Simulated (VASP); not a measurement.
# Sr (I4_1/amd) in VASP: a series of runs

Runs on Sr. Level: LDA. Tasks: relaxation of cell and atoms.

All numbers are computed with VASP 6.6.1; they aren't measurements. Logs are shortened: lines on timing, memory, paths and dates and some standing lists are left out, and cuts for length are marked.

**1. The cell of the first run**

The structure is tetragonal, space group I4_1/amd (No. 141). The conventional cell has a = 7.049 Å, b = 7.049 Å, c = 3.799 Å, α = 90.00°, β = 90.00°, γ = 90.00°. Sr (site symmetry -4m2) has 10 Sr at 3.65 to 4.53 Å within 4.8 Å.

**2. Relaxation of cell and atoms, LDA, target pressure 0.14 GPa, at which the enthalpy is minimised**

Contents of INCAR:

```
PREC     = Accurate       # precision mode
ENCUT    = 600            # plane-wave cutoff, eV
EDIFF    = 1E-7           # SCF threshold, eV
ISMEAR   = -1             # smearing method
SIGMA    = 0.1            # smearing width, eV
LREAL    = False          # projectors in reciprocal space
LASPH    = True           # aspherical terms in the spheres
NELM     = 80             # most SCF steps
ALGO     = Normal         # electronic algorithm
ISIF     = 3              # what is computed and relaxed
LWAVE    = False          # write WAVECAR
LCHARG   = False          # write CHGCAR
GGA      = CA             # functional
IBRION   = 2              # ionic algorithm
NSW      = 32             # ionic steps
EDIFFG   = -0.005         # ionic threshold
PSTRESS  = 1.4000000000000001
```

Contents of KPOINTS:

```
regular mesh
0
Gamma
  11 11 11
```

Contents of POSCAR:

```
Sr
1.0
   -3.5244886551      3.5244886551      1.8995085201
    3.5244886551     -3.5244886551      1.8995085201
    3.5244886551      3.5244886551     -1.8995085201
Sr
2
Direct
   -0.3750000000     -0.1250000000     -0.2500000000
    0.3750000000      0.1250000000      0.2500000000
```

Potentials or basis: VASP PAW LDA potentials, release 64 (Sr_sv).

Started as:

```
$ cat potpaw_LDA.64/Sr_sv/POTCAR > POTCAR
$ mpirun -np 1 vasp_std > vasp.out
```

OUTCAR:

```text
PREC = Accurate
   ENCUT = 600
   EDIFF = 1E-7
   ISMEAR = -1
   LREAL = False
   LASPH = True
   NELM = 80
   ISIF = 3
   GGA = CA
   IBRION = 2
   NSW = 32
   EDIFFG = -0.005
   PSTRESS = 1.4000000000000001

 ion  position               nearest neighbor table
   1  0.625  0.875  0.750-   2 3.65   2 3.65   2 3.65   2 3.65   2 4.53   2 4.53   2 4.53   2 4.53

   2  0.375  0.125  0.250-   1 3.65   1 3.65   1 3.65   1 3.65   1 4.53   1 4.53   1 4.53   1 4.53

  LATTYP: Found a body centered tetragonal cell.
 ALAT       =     7.0489773102
 C/A-ratio  =     0.5389458460

  Lattice vectors:

 A1 = (  -3.5244886551,   3.5244886551,   1.8995085201)
 A2 = (   3.5244886551,  -3.5244886551,   1.8995085201)
 A3 = (   3.5244886551,   3.5244886551,  -1.8995085201)

Analysis of symmetry for initial positions (statically):
=====================================================================
 Subroutine PRICEL returns:
 Original cell was already a primitive cell.

 Routine SETGRP: Setting up the symmetry group for a
 body centered tetragonal supercell.

 Subroutine GETGRP returns: Found 16 space group operations
 (whereof  4 operations were pure point group operations)
 out of a pool of 16 trial point group operations.

The static configuration has the point symmetry C_2h.
 The point group associated with its full space group is D_4h.

Analysis of symmetry for dynamics (positions and initial velocities):
=====================================================================
 Subroutine PRICEL returns:
 Original cell was already a primitive cell.

 Routine SETGRP: Setting up the symmetry group for a
 body centered tetragonal supercell.

 Subroutine GETGRP returns: Found 16 space group operations
 (whereof  4 operations were pure point group operations)
 out of a pool of 16 trial point group operations.

The dynamic configuration has the point symmetry C_2h.
 The point group associated with its full space group is D_4h.

 Subroutine INISYM returns: Found 16 space group operations
 (whereof  4 operations are pure point group operations),
 and found     1 'primitive' translations

----------------------------------------------------------------------------------------

                                     Primitive cell

  volume of cell :      94.3829

  direct lattice vectors                    reciprocal lattice vectors
    -3.524488655  3.524488655  1.899508520     0.000000000  0.141864551  0.263225984
     3.524488655 -3.524488655  1.899508520     0.141864551  0.000000000  0.263225984
     3.524488655  3.524488655 -1.899508520     0.141864551  0.141864551  0.000000000

  length of vectors
     5.334057853  5.334057853  5.334057853     0.299020851  0.299020851  0.200626772

  position of ions in fractional coordinates (direct lattice)
     0.625000000  0.875000000  0.750000000
     0.375000000  0.125000000  0.250000000

  ion indices of the primitive-cell ions
   primitive index   ion index
                 1           1
                 2           2

----------------------------------------------------------------------------------------

 KPOINTS: regular mesh

Automatic generation of k-mesh.
 Grid dimensions read from file:
 generate k-points for:   11   11   11

 Generating k-lattice:

  Cartesian coordinates                     Fractional coordinates (reciprocal lattice)
     0.000000000  0.012896777  0.023929635     0.090909091 -0.000000000  0.000000000
     0.012896777  0.000000000  0.023929635    -0.000000000  0.090909091  0.000000000
     0.012896777  0.012896777  0.000000000     0.000000000  0.000000000  0.090909091

  Length of vectors
     0.027183714  0.027183714  0.018238797

  Shift w.r.t. Gamma in fractional coordinates (k-lattice)
     0.000000000  0.000000000  0.000000000

 Subroutine IBZKPT returns following result:
 ===========================================

 Found    126 irreducible k-points:

 Following reciprocal coordinates:
            Coordinates               Weight
  0.000000  0.000000  0.000000      1.000000
  0.090909  0.000000  0.000000      8.000000
  0.181818  0.000000 -0.000000      8.000000
  0.272727  0.000000  0.000000      8.000000
  0.363636  0.000000  0.000000      8.000000
  0.454545  0.000000 -0.000000      8.000000
[... 16 lines left out ...]
 -0.272727  0.181818 -0.000000     16.000000
 -0.181818  0.181818  0.000000      4.000000
 [... further k-points ...]
   k-points           NKPTS =    126   k-points in BZ     NKDIM =    126   number of bands    NBANDS=     14
   number of dos      NEDOS =    301   number of ions     NIONS =      2
   total plane-waves  NPLWV = 110592
   dimension x,y,z NGX =    48 NGY =   48 NGZ =   48
   dimension x,y,z NGXF=    96 NGYF=   96 NGZF=   96
   ions per type =               2
   NGX,Y,Z   is equivalent  to a cutoff of  14.96, 14.96, 14.96 a.u.
   NGXF,Y,Z  is equivalent  to a cutoff of  29.92, 29.92, 29.92 a.u.
 SYSTEM =  unknown system
   PREC   = accura    normal or accurate (medium, high low for compatibility)
   ISTART =      0    job   : 0-new  1-cont  2-samecut
   ICHARG =      2    charge: 1-file 2-atom 10-const
   ISPIN  =      1    spin polarized calculation?
   LNONCOLLINEAR =      F non collinear calculations
   LSORBIT =      F    spin-orbit coupling
   LASPH  =      T    aspherical Exc in radial PAW
   ENCUT  =  600.0 eV  44.10 Ry    6.64 a.u.  10.65 10.65 10.65*2*pi/ulx,y,z
   NELM   =     80;   NELMIN=  2; NELMDL= -5     # of ELM steps
   EDIFF  = 0.1E-06   stopping-criterion for ELM
   LREAL  =      F    real-space projection
   EDIFFG = -.5E-02   stopping-criterion for IOM
   NSW    =     32    number of steps for IOM
   IBRION =      2    ionic relax: 0-MD 1-quasi-New 2-CG
   NFREE  =      1    steps in history (QN), initial steepest desc. (CG)
   ISIF   =      3    stress and relaxation
   ISYM   =      2    0-nonsym 1-usesym 2-fastsym
   POTIM  = 0.5000    time-step for ionic-motion
   TEBEG  =    0.0;   TEEND  =   0.0 temperature during run
   PSTRESS=    1.4 pullay stress
   NELECT =      20.0000    total number of electrons
   NUPDOWN=      -1.0000    fix difference up-down
   EMIN   =  10.00;   EMAX   =-10.00  energy-range for DOS
   EFERMI =   0.00;   METHOD = LEGACY
   ISMEAR =    -1;   SIGMA  =   0.10  broadening in eV -4-tet -1-fermi 0-gaus
   EFERMI_NEDOS =   21; number of points for ismear=-14 and -15
   IALGO  =     38    algorithm
   IMIX   =      4    mixing-type and parameters
     AMIX     =   0.40;   BMIX     =  1.00
     AMIX_MAG =   1.60;   BMIX_MAG =  1.00
  volume/ion in A,a.u.               =      47.19       318.46
  Fermi-wavevector in a.u.,A,eV,Ry     =   0.976009  1.844389 12.960813  0.952593
  Thomas-Fermi vector in A             =   2.106593
   LORBIT       =      0    0 simple, 1 ext, 2 COOP (PROOUT), +10 PAW based schemes
   GGA     = CA    functional components
   LHFCALC =     F    Hartree Fock is set to
   AEXX    =    0.0000 exact exchange contribution
   IVDW    =     0    specifies the selected vdW correction
   LEPSILON=     F    determine dielectric tensor
   LRPA    =     F    only Hartree local field effects (RPA)
 conjugate gradient relaxation of ions
 non-spin polarized calculation
  energy-cutoff  :      600.00
  volume of cell :       94.38
 maximum number of plane-waves:      3169
 NGX is ok and might be reduce to    48
   NGX = 21   NGY = 21   NGZ = 21

--------------------------------------- Ionic step        1  -------------------------------------------

 number of electron      20.0000000 magnetization

 Free energy of the ion-electron system (eV)
  ---------------------------------------------------
  ext. energy  EPLUGINS =         0.00000000
  ---------------------------------------------------
  free energy    TOTEN  =        -3.34100887 eV

  energy without entropy =       -3.25542159  energy(sigma->0) =       -3.29821523

------------------------ aborting loop because EDIFF is reached ----------------------------------------

  FORCE on cell =-STRESS in cart. coord.  units (eV):
  Direction    XX          YY          ZZ          XY          YZ          ZX
  --------------------------------------------------------------------------------------
  -------------------------------------------------------------------------------------
  Total        0.0719870      0.0719870      0.0764820     -0.0000000     -0.0000000     -0.0000000
  in kB        1.2219997      1.2219997      1.2983041     -0.0000000     -0.0000000     -0.0000000
  external PRESSURE =      -0.1525655 kB  Pullay stress =       1.4000000 kB

 VOLUME and BASIS-vectors are now :
 -----------------------------------------------------------------------------
  energy-cutoff  :      600.00
  volume of cell :       94.38
      direct lattice vectors                 reciprocal lattice vectors
    -3.524488655  3.524488655  1.899508520     0.000000000  0.141864551  0.263225984
     3.524488655 -3.524488655  1.899508520     0.141864551  0.000000000  0.263225984
     3.524488655  3.524488655 -1.899508520     0.141864551  0.141864551  0.000000000

 POSITION                                       TOTAL-FORCE (eV/Angst)
 -----------------------------------------------------------------------------------
      3.52449      1.76224      1.42463         0.000000     -0.000000      0.000000
      0.00000      1.76224      0.47488        -0.000000      0.000000     -0.000000
 -----------------------------------------------------------------------------------
    total drift:                                0.000000     -0.000000      0.000000

  FREE ENERGIE OF THE ION-ELECTRON SYSTEM (eV)
  ---------------------------------------------------
  free  energy   TOTEN  =        -3.3410088662 eV

  energy  without entropy=       -3.2554215853  energy(sigma->0) =       -3.29821523

  enthalpy is  TOTEN    =        -3.2585360310 eV   P V=        0.0824728351

--------------------------------------- Ionic step        2  -------------------------------------------

 number of electron      20.0000000 magnetization

 Free energy of the ion-electron system (eV)
  ---------------------------------------------------
  ext. energy  EPLUGINS =         0.00000000
  ---------------------------------------------------
  free energy    TOTEN  =        -3.34096018 eV

  energy without entropy =       -3.25549390  energy(sigma->0) =       -3.29822704

 E-fermi :   1.7968     XC(G=0):  -8.0441

 val. band max:        1.7945391561   @ k =  -0.2727   0.4545   0.2727
 cond. band min:       1.7981983997   @ k =   0.2727   0.2727   0.1818
 fundamental gap:      0.0036592436
 Fermi energy:         1.7967686355

 k-point     1 :       0.0000    0.0000    0.0000
  band No.  band energies     occupation
      1     -34.4302      2.00000
      2     -34.3547      2.00000
      3     -16.7075      2.00000
      4     -16.7075      2.00000
      5     -16.3452      2.00000
      6     -16.3400      2.00000
      7     -16.3119      2.00000
      8     -16.3119      2.00000
      9      -1.8625      2.00000
     10       1.2168      1.99396
     11       2.4132      0.00420
     12       2.7901      0.00010
     13       3.4726      0.00000
     14       5.0291      0.00000
[... 375 lines left out ...]
 k-point    24 :      -0.1818    0.1818    0.0000
  band No.  band energies     occupation
      1     -34.4242      2.00000
      2     -34.3606      2.00000
      3     -16.6819      2.00000
      4     -16.6811      2.00000
      5     -16.3832      2.00000
      6     -16.3497      2.00000
      7     -16.3366      2.00000
      8     -16.3060      2.00000
      9      -1.5898      2.00000
     10       1.2691      1.98983
     11       2.2380      0.02396
     12       2.8835      0.00004
     13       3.3139      0.00000
     14       4.7372      0.00000

 [... further k-points ...]

------------------------ aborting loop because EDIFF is reached ----------------------------------------

  FORCE on cell =-STRESS in cart. coord.  units (eV):
  Direction    XX          YY          ZZ          XY          YZ          ZX
  --------------------------------------------------------------------------------------
  -------------------------------------------------------------------------------------
  Total        0.0755309      0.0755309      0.0784229      0.0000000      0.0000000      0.0000000
  in kB        1.2829924      1.2829924      1.3321173      0.0000000      0.0000000      0.0000000
  external PRESSURE =      -0.1006327 kB  Pullay stress =       1.4000000 kB

 VOLUME and BASIS-vectors are now :
 -----------------------------------------------------------------------------
  energy-cutoff  :      600.00
  volume of cell :       94.32
      direct lattice vectors                 reciprocal lattice vectors
    -3.523597197  3.523597197  1.899234029     0.000000000  0.141900442  0.263264028
     3.523597197 -3.523597197  1.899234029     0.141900442  0.000000000  0.263264028
     3.523597197  3.523597197 -1.899234029     0.141900442  0.141900442  0.000000000

 POSITION                                       TOTAL-FORCE (eV/Angst)
 -----------------------------------------------------------------------------------
      3.52360      1.76180      1.42443        -0.000000      0.000000      0.000000
     -0.00000      1.76180      0.47481         0.000000     -0.000000     -0.000000
 -----------------------------------------------------------------------------------
    total drift:                                0.000000     -0.000000      0.000000

  FREE ENERGIE OF THE ION-ELECTRON SYSTEM (eV)
  ---------------------------------------------------
  free  energy   TOTEN  =        -3.3409601766 eV

  energy  without entropy=       -3.2554938991  energy(sigma->0) =       -3.29822704

  enthalpy is  TOTEN    =        -3.2585409682 eV   P V=        0.0824192084

 reached required accuracy - stopping structural energy minimisation
```

Run time: 2.7 min. Hardware: 1 thread of Intel Xeon 6975P-C (Granite Rapids), shared host; peak memory 0.37 GiB.

What came out:

- Free energy: -3.3410 eV
- Relaxed volume: 47.16 Å³/atom
- Relaxed cell: a = 5.333 Å, b = 5.333 Å, c = 5.333 Å, α = 97.29°, β = 97.29°, γ = 138.27°
- Space group after relaxing (to 0.1 Å): I4_1/amd (No. 141)
- Energy change on relaxing (the run minimises the enthalpy): +0.0 meV/atom
- Ionic steps: 2
- Pressure after relaxing: 0.1 GPa
- Band gap on the k mesh: zero (bands 10 and 11 overlap by 0.58 eV)

Final structure:
```
Sr
1.0
    -3.52360    3.52360    1.89923
     3.52360   -3.52360    1.89923
     3.52360    3.52360   -1.89923
Sr
2
Direct
  0.62500 0.87500 0.75000
  0.37500 0.12500 0.25000
```

Caveat: the cell is relaxed towards a set pressure, so the run minimises the enthalpy, not the energy.

(Part 1 of 2 ends here.)
